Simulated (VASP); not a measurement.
# Ta2N (P-3m1) in VASP: notebook

Ta2N is run at these levels: LDA; tasks: relaxation of shape and atoms at fixed volume.

Everything below comes from runs of VASP 6.6.1. Logs are shortened: lines on timing, memory, paths and dates and some standing lists are left out, and cuts for length are marked.

## 1. The cell of the first run

It takes space group P-3m1 (No. 164, trigonal). Conventional cell: a = 2.960 Å, b = 2.960 Å, c = 4.662 Å, α = 90.00°, β = 90.00°, γ = 120.00°. Within 3.0 Å of Ta (site symmetry 3m) lie 3 N at 2.09 Å and 12 Ta at 2.84 to 2.96 Å. N (site symmetry -3m) has 6 Ta at 2.09 Å within 2.8 Å.

## 2. Relaxation of shape and atoms at fixed volume, LDA (11.79 Å³/atom)

Contents of INCAR:

```
ALGO = Normal
EDIFF = 1E-6
EDIFFG = -0.01
ENCUT = 600
IBRION = 2
ISIF = 4
ISMEAR = 0
LASPH = True
LCHARG = False
LREAL = False
LWAVE = False
NELM = 60
NSW = 50
PREC = Accurate
SIGMA = 0.1
```

Contents of KPOINTS:

```
k-points
0
Gamma
  15 15 10
```

Contents of POSCAR:

```
Ta2N
1.0
    2.9598021385     -0.0000000027      0.0000000000
   -1.4799010669      2.5632638434      0.0000000000
    0.0000000000      0.0000000000      4.6621379125
Ta N
2 1
Direct
    0.6666666667      0.3333333333      0.7432340075
    0.3333333333      0.6666666667      0.2567659925
    0.0000000000      0.0000000000      0.0000000000
```

Potentials or basis: VASP PAW LDA potentials, release 64 (Ta_pv, N).

Started as:

```sh
$ cat potpaw_LDA.64/Ta_pv/POTCAR potpaw_LDA.64/N/POTCAR > POTCAR
$ mpirun -np 1 vasp_std > vasp.out
```

OUTCAR:

```text
EDIFF = 1E-6
   EDIFFG = -0.01
   ENCUT = 600
   IBRION = 2
   ISIF = 4
   ISMEAR = 0
   LASPH = True
   LREAL = False
   NELM = 60
   NSW = 50
   PREC = Accurate

 ion  position               nearest neighbor table
   1  0.667  0.333  0.743-   3 2.09   3 2.09   3 2.09   2 2.84   2 2.84   2 2.84   2 2.94   2 2.94
                             2 2.94
   2  0.333  0.667  0.257-   3 2.09   3 2.09   3 2.09   1 2.84   1 2.84   1 2.84   1 2.94   1 2.94
                             1 2.94
   3  0.000  0.000  0.000-   1 2.09   2 2.09   2 2.09   1 2.09   1 2.09   2 2.09

  LATTYP: Found a hexagonal cell.
 ALAT       =     2.9598021385
 C/A-ratio  =     1.5751518832

  Lattice vectors:

 A1 = (   2.9598021385,  -0.0000000027,   0.0000000000)
 A2 = (  -1.4799010669,   2.5632638434,   0.0000000000)
 A3 = (   0.0000000000,   0.0000000000,   4.6621379125)

Analysis of symmetry for initial positions (statically):
=====================================================================
 Subroutine PRICEL returns:
 Original cell was already a primitive cell.

 Routine SETGRP: Setting up the symmetry group for a
 hexagonal supercell.

 Subroutine GETGRP returns: Found 12 space group operations
 (whereof 12 operations were pure point group operations)
 out of a pool of 24 trial point group operations.

The static configuration has the point symmetry D_3d.

Analysis of symmetry for dynamics (positions and initial velocities):
=====================================================================
 Subroutine PRICEL returns:
 Original cell was already a primitive cell.

 Routine SETGRP: Setting up the symmetry group for a
 hexagonal supercell.

 Subroutine GETGRP returns: Found 12 space group operations
 (whereof 12 operations were pure point group operations)
 out of a pool of 24 trial point group operations.

The dynamic configuration has the point symmetry D_3d.

 Subroutine INISYM returns: Found 12 space group operations
 (whereof 12 operations are pure point group operations),
 and found     1 'primitive' translations

----------------------------------------------------------------------------------------

                                     Primitive cell

  volume of cell :      35.3705

  direct lattice vectors                    reciprocal lattice vectors
     2.959802139 -0.000000003  0.000000000     0.337860422  0.195063805  0.000000000
    -1.479901067  2.563263843  0.000000000     0.000000000  0.390127611  0.000000000
     0.000000000  0.000000000  4.662137913     0.000000000  0.000000000  0.214493869

  length of vectors
     2.959802139  2.959802138  4.662137913     0.390127611  0.390127611  0.214493869

  position of ions in fractional coordinates (direct lattice)
     0.666666667  0.333333333  0.743234008
     0.333333333  0.666666667  0.256765993
     0.000000000  0.000000000  0.000000000

  ion indices of the primitive-cell ions
   primitive index   ion index
                 1           1
                 2           2
                 3           3

----------------------------------------------------------------------------------------

 KPOINTS: k-points

Automatic generation of k-mesh.
 Grid dimensions read from file:
 generate k-points for:   15   15   10

 Generating k-lattice:

  Cartesian coordinates                     Fractional coordinates (reciprocal lattice)
     0.022524028  0.013004254  0.000000000     0.066666667  0.000000000  0.000000000
     0.000000000  0.026008507  0.000000000     0.000000000  0.066666667  0.000000000
     0.000000000  0.000000000  0.021449387     0.000000000  0.000000000  0.100000000

  Length of vectors
     0.026008507  0.026008507  0.021449387

  Shift w.r.t. Gamma in fractional coordinates (k-lattice)
     0.000000000  0.000000000  0.000000000

 Subroutine IBZKPT returns following result:
 ===========================================

 Found    238 irreducible k-points:

 Following reciprocal coordinates:
            Coordinates               Weight
  0.000000  0.000000  0.000000      1.000000
  0.066667  0.000000  0.000000      6.000000
  0.133333  0.000000  0.000000      6.000000
  0.200000  0.000000  0.000000      6.000000
  0.266667  0.000000  0.000000      6.000000
  0.333333  0.000000  0.000000      6.000000
[... 16 lines left out ...]
  0.333333  0.200000  0.000000     12.000000
  0.400000  0.200000  0.000000      6.000000
 [... further k-points ...]
   k-points           NKPTS =    238   k-points in BZ     NKDIM =    238   number of bands    NBANDS=     17
   number of dos      NEDOS =    301   number of ions     NIONS =      3
   total plane-waves  NPLWV =  23040
   dimension x,y,z NGX =    24 NGY =   24 NGZ =   40
   dimension x,y,z NGXF=    48 NGYF=   48 NGZF=   80
   ions per type =               2   1
   NGX,Y,Z   is equivalent  to a cutoff of  13.48, 13.48, 14.26 a.u.
   NGXF,Y,Z  is equivalent  to a cutoff of  26.96, 26.96, 28.53 a.u.
 SYSTEM =  unknown system
   PREC   = accura    normal or accurate (medium, high low for compatibility)
   ISTART =      0    job   : 0-new  1-cont  2-samecut
   ICHARG =      2    charge: 1-file 2-atom 10-const
   ISPIN  =      1    spin polarized calculation?
   LNONCOLLINEAR =      F non collinear calculations
   LSORBIT =      F    spin-orbit coupling
   LASPH  =      T    aspherical Exc in radial PAW
   ENCUT  =  600.0 eV  44.10 Ry    6.64 a.u.   5.91  5.91  9.31*2*pi/ulx,y,z
   NELM   =     60;   NELMIN=  2; NELMDL= -5     # of ELM steps
   EDIFF  = 0.1E-05   stopping-criterion for ELM
   LREAL  =      F    real-space projection
   EDIFFG = -.1E-01   stopping-criterion for IOM
   NSW    =     50    number of steps for IOM
   IBRION =      2    ionic relax: 0-MD 1-quasi-New 2-CG
   NFREE  =      1    steps in history (QN), initial steepest desc. (CG)
   ISIF   =      4    stress and relaxation
   ISYM   =      2    0-nonsym 1-usesym 2-fastsym
   POTIM  = 0.5000    time-step for ionic-motion
   TEBEG  =    0.0;   TEEND  =   0.0 temperature during run
   PSTRESS=    0.0 pullay stress
   NELECT =      27.0000    total number of electrons
   NUPDOWN=      -1.0000    fix difference up-down
   EMIN   =  10.00;   EMAX   =-10.00  energy-range for DOS
   EFERMI =   0.00;   METHOD = LEGACY
   ISMEAR =     0;   SIGMA  =   0.10  broadening in eV -4-tet -1-fermi 0-gaus
   EFERMI_NEDOS =   21; number of points for ismear=-14 and -15
   IALGO  =     38    algorithm
   IMIX   =      4    mixing-type and parameters
     AMIX     =   0.40;   BMIX     =  1.00
     AMIX_MAG =   1.60;   BMIX_MAG =  1.00
  volume/ion in A,a.u.               =      11.79        79.56
  Fermi-wavevector in a.u.,A,eV,Ry     =   1.496175  2.827361 30.457179  2.238540
  Thomas-Fermi vector in A             =   2.608225
   LORBIT       =      0    0 simple, 1 ext, 2 COOP (PROOUT), +10 PAW based schemes
   GGA     = CA    functional components
   LHFCALC =     F    Hartree Fock is set to
   AEXX    =    0.0000 exact exchange contribution
   IVDW    =     0    specifies the selected vdW correction
   LEPSILON=     F    determine dielectric tensor
   LRPA    =     F    only Hartree local field effects (RPA)
 conjugate gradient relaxation of ions
 non-spin polarized calculation
 Gauss-broadening in eV      SIGMA  =   0.10
  energy-cutoff  :      600.00
  volume of cell :       35.37
 maximum number of plane-waves:      1195
   NGX = 11   NGY = 11   NGZ = 19

--------------------------------------- Ionic step        1  -------------------------------------------

 number of electron      27.0000001 magnetization

 Free energy of the ion-electron system (eV)
  ---------------------------------------------------
  ext. energy  EPLUGINS =         0.00000000
  ---------------------------------------------------
  free energy    TOTEN  =       -37.26530652 eV

  energy without entropy =      -37.25991639  energy(sigma->0) =      -37.26261145

------------------------ aborting loop because EDIFF is reached ----------------------------------------

  FORCE on cell =-STRESS in cart. coord.  units (eV):
  Direction    XX          YY          ZZ          XY          YZ          ZX
  --------------------------------------------------------------------------------------
  -------------------------------------------------------------------------------------
  Total        8.2914011      8.2914011      8.2829415      0.0000000      0.0000000     -0.0000000
  in kB      375.5756250    375.5756250    375.1924300      0.0000000      0.0000000     -0.0000000
  external PRESSURE =     375.4478933 kB  Pullay stress =       0.0000000 kB
[... 133 lines left out ...]
  energy  without entropy=      -37.2623431924  energy(sigma->0) =      -37.26518284

--------------------------------------- Ionic step        5  -------------------------------------------

 number of electron      27.0000002 magnetization

 Free energy of the ion-electron system (eV)
  ---------------------------------------------------
  ext. energy  EPLUGINS =         0.00000000
  ---------------------------------------------------
  free energy    TOTEN  =       -37.26803598 eV

  energy without entropy =      -37.26234831  energy(sigma->0) =      -37.26519215

 E-fermi :   8.7410     XC(G=0): -13.8212

 val. band max:        8.7406598139   @ k =   0.0667   0.0667   0.2000
 cond. band min:       8.7460247856   @ k =  -0.0000   0.2667   0.1000
 fundamental gap:      0.0053649717
 Fermi energy:         8.7409833272

 k-point     1 :       0.0000    0.0000    0.0000
  band No.  band energies     occupation
      1     -26.8497      2.00000
      2     -25.5789      2.00000
      3     -25.5789      2.00000
      4     -25.3864      2.00000
      5     -25.3864      2.00000
      6     -25.2754      2.00000
[... 9 lines left out ...]
     16       9.1716      0.00000
     17       9.1716      0.00000
[... 443 lines left out ...]
      1     -26.5809      2.00000
      2     -26.2401      2.00000
      3     -26.0837      2.00000
      4     -26.0280      2.00000
      5     -25.7563      2.00000
      6     -25.7220      2.00000
[... 9 lines left out ...]
     16      12.1452      0.00000
     17      13.1204      0.00000

 [... further k-points ...]

------------------------ aborting loop because EDIFF is reached ----------------------------------------

  FORCE on cell =-STRESS in cart. coord.  units (eV):
  Direction    XX          YY          ZZ          XY          YZ          ZX
  --------------------------------------------------------------------------------------
  -------------------------------------------------------------------------------------
  Total        8.1521209      8.1521209      8.1573383      0.0000000     -0.0000000     -0.0000000
  in kB      369.2666509    369.2666509    369.5029828      0.0000000     -0.0000000     -0.0000000
  external PRESSURE =     369.3454282 kB  Pullay stress =       0.0000000 kB
[... 18 lines left out ...]
  FREE ENERGIE OF THE ION-ELECTRON SYSTEM (eV)
  ---------------------------------------------------
  free  energy   TOTEN  =       -37.2680359824 eV

  energy  without entropy=      -37.2623483115  energy(sigma->0) =      -37.26519215

 reached required accuracy - stopping structural energy minimisation
```

Wall time 7.8 min (1 thread of Intel Xeon 8259CL, shared host); peak memory 0.28 GiB.

What came out:

```yaml
Free_energy: -37.2680 eV
Energy_gained_by_relaxing: 0.9 meV/atom
Ionic_steps: 5
Pressure_after_relaxing: 36.9 GPa
Band_gap_on_the_k_mesh: zero (an odd number of electrons rules out a gap without spin polarisation)
```

The path:
| step | energy change (eV) | largest force (eV/Å) | pressure (GPa) | volume (Å³) |
| --- | --- | --- | --- | --- |
| 1 | 0.0000 | 0.3058 | 37.54 | 35.37 |
| 2 | -0.0006 | 0.2667 | 36.59 | 35.37 |
| 3 | -0.0024 | 0.0002 | 36.99 | 35.37 |
| 4 | -0.0027 | 0.0010 | 36.94 | 35.37 |
| 5 | -0.0027 | 0.0017 | 36.93 | 35.37 |

Final structure:
```xyz
3
Lattice="2.9561 0.0000 0.0000 -1.4780 2.5600 0.0000 0.0000 0.0000 4.6740" Properties=species:S:1:pos:R:3 pbc="T T T"
Ta    1.4780    0.8533    3.4650
Ta    0.0000    1.7067    1.2090
N     0.0000    0.0000    0.0000
```

Caveat: spin-orbit coupling is left out, which moves the levels of the heavy elements.

## 3. Relaxation of shape and atoms at fixed volume, LDA (12.18 Å³/atom)

This run uses another cell than the first one, of 12.18 Å³/atom.

Contents of INCAR:

```
SYSTEM = Ta2N
PREC = Accurate ; ENCUT = 600
EDIFF = 1E-6 ; ISMEAR = 0
SIGMA = 0.1 ; LREAL = .FALSE.
LASPH = .TRUE. ; NELM = 100
ALGO = Normal ; ISIF = 4
LWAVE = .FALSE. ; LCHARG = .FALSE.
GGA = CA ; IBRION = 2
NSW = 50 ; EDIFFG = -0.01
```

Contents of KPOINTS:

```
Automatic mesh
0
G
  15 15 10
  0 0 0
```

Contents of POSCAR:

```
Ta2N
1.0
    2.9955647539     -0.0000000028      0.0000000000
   -1.4977823746      2.5942351770      0.0000000000
    0.0000000000      0.0000000000      4.7015332617
Ta N
2 1
Direct
    0.6666666667      0.3333333333      0.7448855633
    0.3333333333      0.6666666667      0.2551144367
    0.0000000000      0.0000000000      0.0000000000
```

Potentials or basis: VASP PAW LDA potentials, release 64 (Ta_pv, N).

Started as:

```sh
$ cat potpaw_LDA.64/Ta_pv/POTCAR potpaw_LDA.64/N/POTCAR > POTCAR
$ mpirun -np 1 vasp_std > vasp.out
```

OUTCAR:

```text
SYSTEM = Ta2N
   PREC = Accurate
   ENCUT = 600
   EDIFF = 1E-6
   ISMEAR = 0
   LREAL = .FALSE.
   LASPH = .TRUE.
   NELM = 100
   ISIF = 4
   GGA = CA
   IBRION = 2
   NSW = 50
   EDIFFG = -0.01

 ion  position               nearest neighbor table
   1  0.667  0.333  0.745-   3 2.10   3 2.10   3 2.10   2 2.88   2 2.88   2 2.88   2 2.96   2 2.96
                             2 2.96
   2  0.333  0.667  0.255-   3 2.10   3 2.10   3 2.10   1 2.88   1 2.88   1 2.88   1 2.96   1 2.96
                             1 2.96
   3  0.000  0.000  0.000-   1 2.10   2 2.10   1 2.10   2 2.10   1 2.10   2 2.10

  LATTYP: Found a hexagonal cell.
 ALAT       =     2.9955647539
 C/A-ratio  =     1.5694981240

  Lattice vectors:

 A1 = (   2.9955647539,  -0.0000000028,   0.0000000000)
 A2 = (  -1.4977823746,   2.5942351770,   0.0000000000)
[... 334 lines left out ...]

  energy without entropy =      -37.48039555  energy(sigma->0) =      -37.48322444

 E-fermi :   8.4069     XC(G=0): -13.6435

 val. band max:        8.3992643540   @ k =  -0.0667   0.4000   0.2000
 cond. band min:       8.4132444145   @ k =   0.0000   0.2667   0.4000
 fundamental gap:      0.0139800605
 Fermi energy:         8.4068880431

 k-point     1 :       0.0000    0.0000    0.0000
  band No.  band energies     occupation
      1     -27.1401      2.00000
      2     -26.0141      2.00000
      3     -26.0141      2.00000
      4     -25.8384      2.00000
      5     -25.8384      2.00000
      6     -25.7213      2.00000
[... 457 lines left out ...]
      4     -26.4056      2.00000
      5     -26.1652      2.00000
      6     -26.1280      2.00000
[... 9 lines left out ...]
     16      11.6559      0.00000
     17      12.5972      0.00000

 [... further k-points ...]

------------------------ aborting loop because EDIFF is reached ----------------------------------------

  FORCE on cell =-STRESS in cart. coord.  units (eV):
  Direction    XX          YY          ZZ          XY          YZ          ZX
  --------------------------------------------------------------------------------------
  -------------------------------------------------------------------------------------
  Total        5.2784514      5.2784514      5.2599983     -0.0000000      0.0000000     -0.0000000
  in kB      231.4672449    231.4672449    230.6580486     -0.0000000      0.0000000     -0.0000000
  external PRESSURE =     231.1975128 kB  Pullay stress =       0.0000000 kB
[... 18 lines left out ...]
  FREE ENERGIE OF THE ION-ELECTRON SYSTEM (eV)
  ---------------------------------------------------
  free  energy   TOTEN  =       -37.4860533282 eV

  energy  without entropy=      -37.4803955514  energy(sigma->0) =      -37.48322444

 reached required accuracy - stopping structural energy minimisation
```

OSZICAR:

```text
N       E                     dE             d eps       ncg     rms          rms(c)
DAV:   1     0.225016828878E+03    0.22502E+03   -0.16900E+04  8092   0.184E+03
DAV:   2    -0.316732531998E+02   -0.25669E+03   -0.25375E+03  9405   0.468E+02
DAV:   3    -0.406190926937E+02   -0.89458E+01   -0.87644E+01 10904   0.757E+01
[... 34 lines left out ...]
       N       E                     dE             d eps       ncg     rms          rms(c)
DAV:   1    -0.374861625340E+02   -0.11847E-03   -0.84813E-03  8247   0.810E-01    0.610E-02
DAV:   2    -0.374860827269E+02    0.79807E-04   -0.30197E-04 10512   0.144E-01    0.320E-02
DAV:   3    -0.374860542272E+02    0.28500E-04   -0.65255E-05 10922   0.569E-02    0.111E-02
DAV:   4    -0.374860533282E+02    0.89895E-06   -0.49364E-06  8919   0.164E-02
   5 F= -.37486053E+02 E0= -.37483224E+02  d E =-.275122E-03
```

CONTCAR:

```text
Ta2N
   1.00000000000000
     2.9914093281378324   -0.0000000028114359    0.0000000000000000
    -1.4957046617354439    2.5906364727467279    0.0000000000000000
     0.0000000000000000    0.0000000000000000    4.7146043193725298
  Ta              N
     2     1
Direct
     0.6666666667000030    0.3333333332999970    0.7428392434079917
     0.3333333332999970    0.6666666667000030    0.2571607565920083
     0.0000000000000000    0.0000000000000000    1.0000000000000000

  0.00000000E+00  0.00000000E+00  0.00000000E+00
  0.00000000E+00  0.00000000E+00  0.00000000E+00
  0.00000000E+00  0.00000000E+00  0.00000000E+00
```

Run time: 8.5 min. Hardware: 1 thread of Intel Xeon 8259CL, shared host; peak memory 0.29 GiB.

What came out:

- Free energy: -37.4861 eV
- Energy gained by relaxing: 0.9 meV/atom
- Ionic steps: 5
- Pressure after relaxing: 23.1 GPa
- Band gap on the k mesh: zero (an odd number of electrons rules out a gap without spin polarisation)

Stress tensor (GPa, compression positive):
```
23.15  0.00  0.00
 0.00 23.15  0.00
 0.00  0.00 23.07
```

The path:
```csv
step,energy change (eV),largest force (eV/Å),pressure (GPa),volume (Å³)
1,0.0000,0.2923,23.75,36.54
2,-0.0014,0.1898,22.87,36.54
3,-0.0025,0.0022,23.19,36.54
4,-0.0028,0.0004,23.14,36.54
5,-0.0028,0.0003,23.12,36.54
```

Final structure:
```
CELL_PARAMETERS angstrom
2.99141 0.00000 0.00000
-1.49570 2.59064 0.00000
0.00000 0.00000 4.71460
ATOMIC_POSITIONS crystal
Ta 0.66667 0.33333 0.74284
Ta 0.33333 0.66667 0.25716
N 0.00000 0.00000 0.00000
```

Caveat: spin-orbit coupling is left out, which moves the levels of the heavy elements.

[end of part 1 of 2]
